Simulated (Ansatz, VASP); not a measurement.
# TiO2: VASP beside Ansatz

Contents of INCAR:

```
  PREC = Accurate
  ENCUT = 520
  EDIFF = 1E-6
  ISMEAR = -1
  SIGMA = 0.05
  LREAL = False
  LASPH = True
  NELM = 150
  ALGO = Normal
  ISIF = 2
  LWAVE = False
  LCHARG = False
  LMAXMIX = 4
  LDAU = True
  LDAUTYPE = 2
  LDAUL = 2 -1
  LDAUU = 3 0
  LDAUJ = 0 0
  LDAUPRINT = 1
  GGA = PE
  NBANDS = 60
```

The input KPOINTS:

```
Automatic mesh
0
Gamma
  6 5 6
```

Contents of POSCAR:

```
TiO2
1.0
    4.5453495500      0.0000000000      0.0000000000
    0.0000000000      5.5196194400      0.0000000000
    0.0000000000      0.0000000000      4.9091968600
Ti O
4 8
Direct
    0.0000000000      0.1729909300      0.7500000000
    0.5000000000      0.3270090700      0.2500000000
    0.0000000000      0.8270090700      0.2500000000
    0.5000000000      0.6729909300      0.7500000000
    0.2714506200      0.3817246400      0.9186490800
    0.7714506200      0.1182753600      0.0813509200
    0.2285493800      0.1182753600      0.4186490800
    0.7285493800      0.3817246400      0.5813509200
    0.2714506200      0.6182753600      0.4186490800
    0.7714506200      0.8817246400      0.5813509200
    0.2285493800      0.8817246400      0.9186490800
    0.7285493800      0.6182753600      0.0813509200
```

input.yaml

```yaml
crystal:
  lattice:
    - [4.54534955, 0.0, 0.0]
    - [0.0, 5.51961944, 0.0]
    - [0.0, 0.0, 4.90919686]
  atoms:
    - { symbol: Ti, position: [0.0, 0.17299093, 0.75] }
    - { symbol: Ti, position: [0.5, 0.32700907, 0.25] }
    - { symbol: Ti, position: [0.0, 0.82700907, 0.25] }
    - { symbol: Ti, position: [0.5, 0.67299093, 0.75] }
    - { symbol: O, position: [0.27145062, 0.38172464, 0.91864908] }
    - { symbol: O, position: [0.77145062, 0.11827536, 0.08135092] }
    - { symbol: O, position: [0.22854938, 0.11827536, 0.41864908] }
    - { symbol: O, position: [0.72854938, 0.38172464, 0.58135092] }
    - { symbol: O, position: [0.27145062, 0.61827536, 0.41864908] }
    - { symbol: O, position: [0.77145062, 0.88172464, 0.58135092] }
    - { symbol: O, position: [0.22854938, 0.88172464, 0.91864908] }
    - { symbol: O, position: [0.72854938, 0.61827536, 0.08135092] }
hamiltonian:
  xc: pbe
  pseudopotentials: { kind: paw }
  hubbard: { sites: [{ species: Ti, l: d, u_eff: 3.0 }] }
kpoints:
  mp_grid: { grid: [6, 5, 6] }
  band_path:
    path:
      - [[0.0, 0.0, 0.0], [-0.5, 0.0, 0.0], [-0.5, 0.0, -0.5], [0.0, 0.0, -0.5], [0.0, 0.0, 0.0], [0.0, -0.5, 0.0], [-0.5, -0.5, 0.0], [-0.5, -0.5, -0.5], [0.0, -0.5, -0.5], [0.0, -0.5, 0.0]]
      - [[0.0, 0.0, -0.5], [0.0, -0.5, -0.5]]
      - [[-0.5, -0.5, 0.0], [-0.5, 0.0, 0.0]]
      - [[-0.5, 0.0, -0.5], [-0.5, -0.5, -0.5]]
    npoints: 10
scf:
  occupations: { method: fermi_dirac, width: 0.05 }
  n_extra_bands: 30
output:
  forces: true
  stress: true
  eigenvalues: true
  fatbands: true
  write_density: true
  write_potential: true
  elf: true
  volumetric_format: npy
```

Alike in both runs: functional PBE; k mesh 6 × 5 × 6; occupations fermi-dirac, width 0.05 eV; no spin polarisation; Hubbard terms Ti d U = 3.0 eV.

|  | VASP | Ansatz |
| --- | --- | --- |
| version | VASP 6.6.1 | Ansatz 0.2.0 |
| potentials or method | VASP PAW PBE potentials, release 64 (Ti_sv, O) | Ansatz PAW |
| plane-wave cutoff (eV) | 520 | 420 |
| valence electrons in the cell | 96 | 96 |
| task | single point | band structure |

```csv
,VASP,Ansatz,Ansatz less VASP
gap on the k mesh at the Fermi level (eV),2.95,2.92,-0.025
least direct gap on the mesh (eV),3.02,3.00,-0.021
pressure (GPa),10.6,6.7,-3.90
"traceless stress, the component that is largest in VASP (GPa)",-1.14,-0.59,+0.550
rms of the force components (eV/Å),0.183,0.070,-0.1127
```

The programs project onto different local orbitals, so the same U acts differently, and such runs can settle in different states. Atom by atom the forces differ by 0.117 eV/Å (rms over components).
